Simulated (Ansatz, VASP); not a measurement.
One calculation of Zr3SiO8, two programs

```
Zr Si O
1.0
     5.05894    0.00000    0.00000
     0.00000    5.05894    0.00000
     0.00000    0.00000    5.05894
Zr Si O
3 1 8
Direct
  0.50000 0.00000 0.00000
  0.00000 0.50000 0.00000
  0.00000 0.00000 0.50000
  0.50000 0.50000 0.50000
  0.80488 0.19512 0.19512
  0.19512 0.80488 0.19512
  0.69247 0.30753 0.69247
  0.30753 0.69247 0.69247
  0.69247 0.69247 0.30753
  0.30753 0.30753 0.30753
  0.80488 0.80488 0.80488
  0.19512 0.19512 0.80488
```

Alike in both runs: functional PBE; k mesh 6 × 6 × 6; occupations gaussian, width 0.02 eV; no spin polarisation.

Ansatz relaxed the structure, and its values are those at the end. VASP's run is a single point on that final structure, the one shown.

|  | VASP | Ansatz |
| --- | --- | --- |
| version | VASP 6.6.1 | Ansatz 0.2.0 |
| potentials or method | VASP PAW PBE potentials, release 64 (Zr_sv, Si, O), cutoff 520 eV | scalar-relativistic, plane waves, PAW |
| valence electrons in the cell | 88 | 88 |

```csv
,VASP,Ansatz,Ansatz less VASP
gap on the k mesh at the Fermi level (eV),3.84,3.85,+0.007
least direct gap on the mesh (eV),3.88,3.89,+0.006
pressure (GPa),0.3,0.0,-0.31
rms of the force components (eV/Å),0.012,0.000,-0.0117
```
